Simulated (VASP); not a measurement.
# BaTiO3 (P4mm) in VASP: a series of runs, part 2 of 2

VASP 6.6.1. Earlier steps stand in the parts before.

## Step 4: Single point, r2SCAN, non-collinear spin, zero start, spin-orbit coupling

This run uses another cell than the first one, of 13.63 Å³/atom.

File POSCAR:

```
BaTiO3
1.0
    4.0782473671      0.0000000000      0.0000000000
    0.0000000000      4.0782473671      0.0000000000
    0.0000000000      0.0000000000      4.0968043205
Ba Ti O
1 1 3
Direct
    0.0000000000      0.0000000000      0.0000000000
    0.5000000000      0.5000000000      0.4900000000
    0.0000000000      0.5000000000      0.5170000000
    0.5000000000      0.0000000000      0.5170000000
    0.5000000000      0.5000000000      0.0190000000
```

File INCAR.step1:

```
SYSTEM = BaTiO3
PREC = Accurate ; ENCUT = 520
ISMEAR = -1 ; SIGMA = 0.05
LREAL = .False. ; LASPH = .True.
NELM = 150 ; MAGMOM = 0 0 0 0 0 0 0 0 0 0 0 0 0 0 0
LSORBIT = .True. ; GGA_COMPAT = .False.
LMAXMIX = 4 ; NBANDS = 55
GGA = PE ; ALGO = Normal
EDIFF = 1E-4 ; LWAVE = .True.
LCHARG = .False.
```

File INCAR.step2:

```
SYSTEM = BaTiO3
PREC = Accurate ; ENCUT = 520
EDIFF = 1E-6 ; ISMEAR = -1
SIGMA = 0.05 ; LREAL = .False.
LASPH = .True. ; NELM = 150
ALGO = Normal ; ISIF = 2
LWAVE = .False. ; LCHARG = .True.
MAGMOM = 0 0 0 0 0 0 0 0 0 0 0 0 0 0 0 ; LORBIT = 11
LSORBIT = .True. ; GGA_COMPAT = .False.
LORBMOM = .True. ; LMAXMIX = 4
METAGGA = R2SCAN ; LMIXTAU = .True.
LVHAR = .True. ; NBANDS = 55
ISTART = 1
```

File KPOINTS:

```
regular mesh
0
Gamma
  7 7 7
  0 0 0
```

Potentials or basis: VASP PAW PBE potentials, release 64 (Ba_sv, Ti_sv, O).

On the command line:

```console
$ cat potpaw_PBE.64/Ba_sv/POTCAR potpaw_PBE.64/Ti_sv/POTCAR potpaw_PBE.64/O/POTCAR > POTCAR
$ cp INCAR.step1 INCAR
$ mpirun -np 1 vasp_ncl > vasp.out
$ cp INCAR.step2 INCAR
$ mpirun -np 1 vasp_ncl > vasp.out
```

OUTCAR:

```text
SYSTEM = BaTiO3
   PREC = Accurate
   ENCUT = 520
   EDIFF = 1E-6
   ISMEAR = -1
   LREAL = .False.
   LASPH = .True.
   NELM = 150
   ISIF = 2
   LORBIT = 11
   LSORBIT = .True.
   METAGGA = R2SCAN
   ISTART = 1

 ion  position               nearest neighbor table
   1  0.000  0.000  0.000-   3 2.84   4 2.84   3 2.84   4 2.84   5 2.88   5 2.88   5 2.88   5 2.88
                             4 2.94   3 2.94   4 2.94   3 2.94   2 3.51   2 3.51   2 3.51   2 3.51
   2  0.500  0.500  0.490-   5 1.93   4 2.04   3 2.04   4 2.04   3 2.04   5 2.17   1 3.51   1 3.51
                             1 3.51   1 3.51   1 3.56   1 3.56   1 3.56   1 3.56
   3  0.000  0.500  0.517-   2 2.04   2 2.04   1 2.84   1 2.84   1 2.94   1 2.94
   4  0.500  0.000  0.517-   2 2.04   2 2.04   1 2.84   1 2.84   1 2.94   1 2.94
   5  0.500  0.500  0.019-   2 1.93   2 2.17   1 2.88   1 2.88   1 2.88   1 2.88

  LATTYP: Found a simple tetragonal cell.
 ALAT       =     4.0782473671
 C/A-ratio  =     1.0045502275

  Lattice vectors:

 A1 = (   4.0782473671,   0.0000000000,   0.0000000000)
 A2 = (   0.0000000000,   4.0782473671,   0.0000000000)
 A3 = (   0.0000000000,   0.0000000000,   4.0968043205)

Analysis of symmetry for initial positions (statically):
=====================================================================
[... 1683 lines left out ...]
 l=   2
     0.0000000     0.0000000     0.0000000     0.0000000     0.0000000
     0.0000000     0.0000000     0.0000000     0.0000000     0.0000000
     0.0000000     0.0000000     0.0000000     0.0000000     0.0000000
     0.0000000     0.0000000     0.0000000     0.0000000     0.0000000
     0.0000000     0.0000000     0.0000000     0.0000000     0.0000000
 l=   3
     0.0000000     0.0000000     0.0000000     0.0000000     0.0000000     0.0000000     0.0000000
     0.0000000     0.0000000     0.0000000     0.0000000     0.0000000     0.0000000     0.0000000
     0.0000000     0.0000000     0.0000000     0.0000000     0.0000000     0.0000000     0.0000000
     0.0000000     0.0000000     0.0000000     0.0000000     0.0000000     0.0000000     0.0000000
     0.0000000     0.0000000     0.0000000     0.0000000     0.0000000     0.0000000     0.0000000
     0.0000000     0.0000000     0.0000000     0.0000000     0.0000000     0.0000000     0.0000000
     0.0000000     0.0000000     0.0000000     0.0000000     0.0000000     0.0000000     0.0000000

 total charge

# of ion       s       p       d       tot
------------------------------------------
    1        2.014   5.658   0.270   7.941
    2        2.193   6.233   1.594  10.020
    3        1.565   3.470   0.000   5.034
    4        1.565   3.470   0.000   5.034
    5        1.567   3.470   0.000   5.037
--------------------------------------------------
tot          8.903  22.299   1.864  33.066

 magnetization (x)

# of ion       s       p       d       tot
------------------------------------------
    1        0.000   0.000  -0.000   0.000
    2        0.000   0.000  -0.000  -0.000
    3        0.000  -0.000   0.000  -0.000
    4        0.000  -0.000   0.000  -0.000
    5        0.000  -0.000   0.000  -0.000
--------------------------------------------------
tot          0.000  -0.000  -0.000  -0.000

 magnetization (y)

# of ion       s       p       d       tot
------------------------------------------
    1       -0.000   0.000   0.000  -0.000
    2        0.000   0.000   0.000   0.000
    3        0.000   0.000   0.000   0.000
    4        0.000   0.000   0.000   0.000
    5        0.000   0.000   0.000   0.000
--------------------------------------------------
tot         -0.000   0.000   0.000  -0.000

 magnetization (z)

# of ion       s       p       d       tot
------------------------------------------
    1       -0.000  -0.000  -0.000  -0.000
    2       -0.000   0.000   0.000  -0.000
    3        0.000   0.000   0.000   0.000
    4        0.000   0.000   0.000   0.000
    5        0.000   0.000   0.000   0.000
--------------------------------------------------
tot         -0.000   0.000   0.000  -0.000
```

Wall time 66 min (1 thread of Oxide Virtual Turin-like, shared host); peak memory 0.55 GiB.

Results:

```
Free energy                                           : -74.3448 eV
Pressure                                              : -8.2 GPa
Largest force                                         : 0.651 eV/Å
Net moment                                            : 0.00 μB per cell
Valence electrons inside the program's atomic spheres : Ba 7.94; Ti 10.02; O 5.03, 5.04 (each value once)
```

Forces on the atoms (eV/Å):
```
Ba   0.000  0.000  0.029
Ti   0.000  0.000 -0.353
O    0.000  0.000 -0.164
O    0.000  0.000 -0.164
O    0.000  0.000  0.651
```

Moments on the atoms (μB; x, y, z):
```
Ba  0.00 0.00 0.00
Ti  0.00 0.00 0.00
O   0.00 0.00 0.00
O   0.00 0.00 0.00
O   0.00 0.00 0.00
```

Caveat: the cell stands under tension; the PAW data sets were made with another functional, which shifts forces and pressure a little.

## Step 5: Single point, r2SCAN0

This run uses another cell than the first one, of 12.86 Å³/atom.

Changes to POSCAR since step 4:

```diff
@@ -2,5 +2,5 @@
 1.0
-    4.0782473671      0.0000000000      0.0000000000
-    0.0000000000      4.0782473671      0.0000000000
-    0.0000000000      0.0000000000      4.0968043205
+    3.9998000000      0.0000000000      0.0000000000
+    0.0000000000      3.9998000000      0.0000000000
+    0.0000000000      0.0000000000      4.0180000000
 Ba Ti O
```

File INCAR.step1:

```
ALGO = Normal
EDIFF = 1E-5
ENCUT = 520
GGA = PE
ISIF = 2
ISMEAR = -1
KPAR = 4
LASPH = T
LREAL = F
LWAVE = T
NBANDS = 28
NELM = 100
PREC = Accurate
SIGMA = 0.05
```

File INCAR.step2:

```
AEXX = 0.25
ALGO = Normal
EDIFF = 1E-6
ENCUT = 520
ISIF = 2
ISMEAR = -1
ISTART = 1
KPAR = 4
LASPH = T
LCHARG = T
LHFCALC = T
LMIXTAU = T
LREAL = F
LVHAR = T
LWAVE = F
METAGGA = R2SCAN
NBANDS = 28
NELM = 100
PREC = Accurate
PRECFOCK = Fast
SIGMA = 0.05
```

File KPOINTS:

```
k-points
0
Gamma
  4 4 4
```

On the command line:

```console
$ cat potpaw_PBE.64/Ba_sv/POTCAR potpaw_PBE.64/Ti_sv/POTCAR potpaw_PBE.64/O/POTCAR > POTCAR
$ cp INCAR.step1 INCAR
$ mpirun -np 4 vasp_std > vasp.out
$ cp INCAR.step2 INCAR
$ mpirun -np 4 vasp_std > vasp.out
```

Wall time 17 min (4 MPI ranks of Oxide Virtual Turin-like, shared host); peak memory 0.19 GiB.

It converged, with:

| Item | Value |
| --- | --- |
| Free energy | -77.0974 eV |
| Pressure | -2.8 GPa |
| Largest force | 0.536 eV/Å |
| Band gap on the k mesh | 4.27 eV (least direct gap 4.52 eV) |

Forces in eV/Å, atoms in the order of the input:
```
Ba   0.000  0.000  0.079
Ti   0.000  0.000 -0.265
O    0.000  0.000 -0.175
O    0.000  0.000 -0.175
O    0.000  0.000  0.536
```

Stress tensor (GPa, compression positive):
```
-3.11  0.00  0.00
 0.00 -3.11  0.00
 0.00  0.00 -2.29
```

Levels at points of the mesh, in eV from the valence-band top:
```
           k point  band 17  band 18  band 19  band 20  band 21  band 22  band 23  band 24
(0.00, 0.00, 0.00)    -1.24    -0.30    -0.25    -0.25     4.27     4.46     4.46     6.33
(0.50, 0.00, 0.00)    -1.93    -1.83    -1.00    -0.92     4.62     6.16     6.18     6.40
(0.50, 0.50, 0.00)    -2.00    -1.04    -1.04    -0.09     6.20     6.20     6.72     7.18
(0.00, 0.00, 0.50)    -2.05    -2.05    -0.75    -0.75     4.44     6.21     6.21     6.34
(0.50, 0.00, 0.50)    -1.94    -0.97    -0.95    -0.17     6.19     6.23     6.69     7.31
(0.50, 0.50, 0.50)    -2.55    -0.09    -0.09     0.00     6.95     6.95     6.97     9.38
```

Caveat: the PAW data sets were made with another functional, which shifts forces and pressure a little; spin-orbit coupling is left out, which moves the levels of the heavy elements. A k mesh can miss the band edges.

## Step 6: Summary

```tsv
level	spin	cell	k mesh	grid for exact exchange (PRECFOCK)	share of exact exchange	pressure (GPa)	moment (μB)	largest force (eV/Å)
r2SCAN	non-collinear, zero start, SOC	a = 4.052, b = 4.052, c = 4.071 Å, 5 atoms	7 × 7 × 7	-	-	-5.4	0.00	0.54
r2SCAN	non-collinear, zero start, SOC	a = 3.973, b = 3.973, c = 3.991 Å, 5 atoms	7 × 7 × 7	-	-	5.0	0.00	0.17
r2SCAN	non-collinear, zero start, SOC	a = 4.078, b = 4.078, c = 4.097 Å, 5 atoms	7 × 7 × 7	-	-	-8.2	0.00	0.65
r2SCAN0	off	a = 4.000, b = 4.000, c = 4.018 Å, 5 atoms	4 × 4 × 4	Fast	0.25	-2.8	-	0.54
```

Alike in all rows: task single point; potentials or basis VASP PAW PBE potentials, release 64 (Ba_sv, Ti_sv, O); cutoff (eV) 520; smearing fermi-dirac 0.05 eV.

Caveats: the PAW data sets were made with another functional, which shifts forces and pressure a little; the cell stands under tension (at least some runs); the cell stands under pressure (at least some runs); spin-orbit coupling is left out, which moves the levels of the heavy elements (at least some runs).

Absolute energies hang on the potentials; compare differences alone.
